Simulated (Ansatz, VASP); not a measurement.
**Two plane-wave programs on BaTiO3**

```
CELL_PARAMETERS angstrom
3.98550 0.00000 0.00000
0.00000 2.83690 2.84515
0.00000 -2.83690 2.84515
ATOMIC_POSITIONS crystal
Ba 0.00000 0.00000 0.00000
Ti 0.50000 0.51240 0.51240
O 0.00000 0.48740 0.48740
O 0.50000 0.50524 0.99184
O 0.50000 0.99184 0.50524
```

Alike in both runs: task single point; functional PBEsol; k mesh 4 × 4 × 4; no spin polarisation.

```csv
,VASP,Ansatz
version,VASP 6.6.1,Ansatz 0.2.0
potentials or method,"VASP PAW PBE potentials, release 64 (Ba_sv, Ti_sv, O)","plane waves, PAW"
plane-wave cutoff (eV),520,420
occupations,"gaussian, width 0.01 eV",fixed
valence electrons in the cell,40,40
```

```csv
,VASP,Ansatz,Ansatz less VASP
gap on the k mesh at the Fermi level (eV),1.80,1.86,+0.064
```

VASP's potentials were made for PBE, not for PBEsol.

Neither program's run includes spin-orbit coupling.
